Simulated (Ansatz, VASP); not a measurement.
**One calculation of Sn, two programs**

```xyz
1
Lattice="-1.7431 1.7431 1.7431 1.7431 -1.7431 1.7431 1.7431 1.7431 -1.7431" Properties=species:S:1:pos:R:3 pbc="T T T"
Sn    0.0000    0.0000    0.0000
```

Change from the starting cell: strain -0.080 along x and y, -0.080 along z, atoms carried along.

Alike in both runs: task single point; functional PBEsol; k mesh 18 × 18 × 18; occupations gaussian, width 0.15 eV; no spin polarisation.

|  | VASP | Ansatz |
| --- | --- | --- |
| version | VASP 6.6.1 | Ansatz 0.2.0 |
| potentials or method | VASP PAW PBE potentials, release 64 (Sn_d), cutoff 520 eV | scalar-relativistic, plane waves, PAW |
| valence electrons in the cell | 14 | 14 |

```csv
,VASP,Ansatz,Ansatz less VASP
gap on the k mesh at the Fermi level (eV),none,none,-
pressure (GPa),19.2,19.3,+0.06
```

VASP's potentials were made for PBE, not for PBEsol. A gap of «none» marks a metal or a gap that the smearing closes.
